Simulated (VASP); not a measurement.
# ScAl (Pm-3m) in VASP: notebook, part 3 of 3

VASP 6.6.1.

### Step 6. Single point, PBEsol

INCAR reads:

```
SYSTEM = ScAl
ALGO = Normal ; EDIFF = 1E-7
ENCUT = 520 ; GGA = PS
ISIF = 2 ; ISMEAR = 0
LASPH = .True. ; LCHARG = .False.
LREAL = .False. ; LWAVE = .False.
NBANDS = 14 ; NELM = 60
PREC = Accurate ; SIGMA = 0.1
```

KPOINTS reads:

```
k-points
0
Gamma
  10 10 10
  0 0 0
```

POSCAR reads:

```
ScAl
1.0
    3.3703489700      0.0000000000      0.0000000000
    0.0000000000      3.3703489700      0.0000000000
    0.0000000000      0.0000000000      3.3703489700
Sc Al
1 1
Direct
    0.5000000000      0.5000000000      0.5000000000
    0.0000000000      0.0000000000      0.0000000000
```

Potentials or basis: VASP PAW PBE potentials, release 64 (Sc_sv, Al).

The run is started by

```
$ cat potpaw_PBE.64/Sc_sv/POTCAR potpaw_PBE.64/Al/POTCAR > POTCAR
$ mpirun -np 1 vasp_std > vasp.out
```

OUTCAR:

```text
SYSTEM = ScAl
   EDIFF = 1E-7
   ENCUT = 520
   GGA = PS
   ISIF = 2
   ISMEAR = 0
   LASPH = .True.
   LREAL = .False.
   NELM = 60
   PREC = Accurate

 ion  position               nearest neighbor table
   1  0.500  0.500  0.500-   2 2.92   2 2.92   2 2.92   2 2.92   2 2.92   2 2.92   2 2.92   2 2.92

   2  0.000  0.000  0.000-   1 2.92   1 2.92   1 2.92   1 2.92   1 2.92   1 2.92   1 2.92   1 2.92

  LATTYP: Found a simple cubic cell.
 ALAT       =     3.3703489700

  Lattice vectors:

 A1 = (   3.3703489700,   0.0000000000,   0.0000000000)
 A2 = (   0.0000000000,   3.3703489700,   0.0000000000)
 A3 = (   0.0000000000,   0.0000000000,   3.3703489700)

Analysis of symmetry for initial positions (statically):
=====================================================================
 Subroutine PRICEL returns:
 Original cell was already a primitive cell.

 Routine SETGRP: Setting up the symmetry group for a
 simple cubic supercell.

 Subroutine GETGRP returns: Found 48 space group operations
 (whereof 48 operations were pure point group operations)
 out of a pool of 48 trial point group operations.

The static configuration has the point symmetry O_h .

Analysis of symmetry for dynamics (positions and initial velocities):
=====================================================================
 Subroutine PRICEL returns:
 Original cell was already a primitive cell.

 Routine SETGRP: Setting up the symmetry group for a
 simple cubic supercell.

 Subroutine GETGRP returns: Found 48 space group operations
 (whereof 48 operations were pure point group operations)
 out of a pool of 48 trial point group operations.

The dynamic configuration has the point symmetry O_h .

 Subroutine INISYM returns: Found 48 space group operations
 (whereof 48 operations are pure point group operations),
 and found     1 'primitive' translations

----------------------------------------------------------------------------------------

[... 121 lines left out ...]
   LEPSILON=     F    determine dielectric tensor
   LRPA    =     F    only Hartree local field effects (RPA)
 non-spin polarized calculation
 Gauss-broadening in eV      SIGMA  =   0.10
  energy-cutoff  :      520.00
  volume of cell :       38.28
 maximum number of plane-waves:      1064
 NGX is ok and might be reduce to    28
   NGX = 13   NGY = 13   NGZ = 13

 number of electron      14.0000002 magnetization

 Free energy of the ion-electron system (eV)
  ---------------------------------------------------
  ext. energy  EPLUGINS =         0.00000000
  ---------------------------------------------------
  free energy    TOTEN  =       -11.62180215 eV

  energy without entropy =      -11.61754475  energy(sigma->0) =      -11.61967345

 E-fermi :   5.9941     XC(G=0): -10.4073

 val. band max:        5.9695369551   @ k =   0.4000   0.1000   0.1000
 cond. band min:       5.9961854467   @ k =   0.4000   0.4000   0.0000
 fundamental gap:      0.0266484916
 Fermi energy:         5.9941160004

 k-point     1 :       0.0000    0.0000    0.0000
  band No.  band energies     occupation
      1     -43.2562      2.00000
      2     -21.9318      2.00000
      3     -21.9318      2.00000
      4     -21.9318      2.00000
      5      -2.4892      2.00000
      6       5.2966      2.00000
      7       5.2966      2.00000
      8       8.6795      0.00000
      9       8.6795      0.00000
     10       8.6795      0.00000
     11       9.7061      0.00000
     12       9.7061      0.00000
     13       9.7061      0.00000
     14      14.5903      0.00000
[... 377 lines left out ...]
      1     -43.2436      2.00000
      2     -22.0473      2.00000
      3     -21.9373      2.00000
      4     -21.9356      2.00000
      5      -1.0075      2.00000
      6       3.6614      2.00000
      7       5.6706      2.00000
      8       6.9732      0.00000
      9       7.0003      0.00000
     10       8.3814      0.00000
     11       9.4158      0.00000
     12      11.5755      0.00000
     13      11.7376      0.00000
     14      13.9332      0.00000

 [... further k-points ...]

------------------------ aborting loop because EDIFF is reached ----------------------------------------

  FORCE on cell =-STRESS in cart. coord.  units (eV):
  Direction    XX          YY          ZZ          XY          YZ          ZX
  --------------------------------------------------------------------------------------
  -------------------------------------------------------------------------------------
  Total       -0.4072593     -0.4072593     -0.4072593     -0.0000000     -0.0000000     -0.0000000
  in kB      -17.0434277    -17.0434277    -17.0434277     -0.0000000     -0.0000000     -0.0000000
  external PRESSURE =     -17.0434277 kB  Pullay stress =       0.0000000 kB

 VOLUME and BASIS-vectors are now :
 -----------------------------------------------------------------------------
  energy-cutoff  :      520.00
  volume of cell :       38.28
      direct lattice vectors                 reciprocal lattice vectors
     3.370348970  0.000000000  0.000000000     0.296705181  0.000000000  0.000000000
     0.000000000  3.370348970  0.000000000     0.000000000  0.296705181  0.000000000
     0.000000000  0.000000000  3.370348970     0.000000000  0.000000000  0.296705181

 POSITION                                       TOTAL-FORCE (eV/Angst)
 -----------------------------------------------------------------------------------
      1.68517      1.68517      1.68517         0.000000      0.000000      0.000000
      0.00000      0.00000      0.00000         0.000000      0.000000      0.000000
 -----------------------------------------------------------------------------------
    total drift:                                0.000000      0.000000      0.000000

  FREE ENERGIE OF THE ION-ELECTRON SYSTEM (eV)
  ---------------------------------------------------
  free  energy   TOTEN  =       -11.6218021550 eV

  energy  without entropy=      -11.6175447488  energy(sigma->0) =      -11.61967345
```

Run time: 43 s. Hardware: 1 thread of Intel Xeon 8259CL, shared host; peak memory 0.18 GiB.

What came out:

```yaml
Free_energy: -11.6218 eV
Pressure: -1.7 GPa
Band_gap_on_the_k_mesh: zero (band 7 reaches 6.28 eV, above the bottom of band 8 at 5.12 eV)
```

Levels at points of the mesh, in eV from the Fermi level:
| k point | band 3 | band 4 | band 5 | band 6 | band 7 | band 8 | band 9 | band 10 | band 11 | band 12 |
| --- | --- | --- | --- | --- | --- | --- | --- | --- | --- | --- |
| (0.00, 0.00, 0.00) | -27.93 | -27.93 | -8.48 | -0.70 | -0.70 | 2.69 | 2.69 | 2.69 | 3.71 | 3.71 |
| (0.50, 0.00, 0.00) | -27.91 | -27.91 | -5.69 | -4.58 | 0.24 | 0.75 | 0.75 | 2.92 | 3.79 | 6.02 |
| (0.50, 0.50, 0.00) | -28.08 | -27.89 | -4.73 | -1.87 | -1.87 | -0.87 | 1.51 | 1.51 | 3.67 | 4.89 |
| (0.50, 0.50, 0.50) | -28.06 | -28.06 | -2.57 | -2.57 | -2.57 | -0.47 | 2.87 | 2.87 | 2.87 | 3.74 |

Caveat: the PAW data sets were made with another functional, which shifts forces and pressure a little.

### Step 7. Overview

| k mesh | smearing | gap on the mesh (eV) | pressure (GPa) |
| --- | --- | --- | --- |
| 6 × 6 × 6 | gaussian 0.2 eV | none | -1.6 |
| 6 × 6 × 6 | gaussian 0.4 eV | none | -1.4 |
| 8 × 8 × 8 | gaussian 0.1 eV | none | -1.7 |
| 8 × 8 × 8, shifted | gaussian 0.1 eV | none | -1.8 |
| 10 × 10 × 10 | gaussian 0.1 eV | none | -1.7 |

Alike in all rows: task single point; level PBEsol; potentials or basis VASP PAW PBE potentials, release 64 (Sc_sv, Al); no spin polarisation; cell as given; cutoff (eV) 520.

Every run on the cell as given and a fine mesh finds a metal.

Caveats: the PAW data sets were made with another functional, which shifts forces and pressure a little.

Absolute energies hang on the potentials; compare differences alone.
